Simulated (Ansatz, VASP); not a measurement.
## Te2Mo in VASP and in Ansatz

```
Te Mo
1.0
     3.49418    0.00000    0.00000
    -1.74709    3.02605    0.00000
     0.00000    0.00000   14.84597
Te Mo
4 2
Direct
  0.33333 0.66667 0.62823
  0.66667 0.33333 0.12823
  0.66667 0.33333 0.37177
  0.33333 0.66667 0.87177
  0.33333 0.66667 0.25000
  0.66667 0.33333 0.75000
```

Change from the starting cell: strain along c alone, the other axes held, atoms relaxed: +6.0 %.

Alike in both runs: functional PBEsol; k mesh 12 × 12 × 2; occupations gaussian, width 0.02 eV; no spin polarisation.

Ansatz relaxed the structure, and its values are those at the end. VASP's run is a single point on that final structure, the one shown.

|  | VASP | Ansatz |
| --- | --- | --- |
| version | VASP 6.6.1 | Ansatz 0.2.0 |
| potentials or method | VASP PAW PBE potentials, release 64 (Te, Mo_sv), cutoff 520 eV | scalar-relativistic, plane waves, PAW |
| valence electrons in the cell | 52 | 92 |

```tsv
	VASP	Ansatz	Ansatz less VASP
gap on the k mesh at the Fermi level (eV)	0.92	0.91	-0.004
least direct gap on the mesh (eV)	1.13	1.13	+0.001
pressure (GPa)	-0.4	-0.5	-0.08
rms of the force components (eV/Å)	0.016	0.001	-0.0146
```

VASP's potentials were made for PBE, not for PBEsol. VASP's potentials hold 52 valence electrons a cell and Ansatz's 92, so a difference there can come from the potentials and not from the codes. Ansatz's warnings: stress scf threshold loose.

Spin-orbit coupling is off throughout.
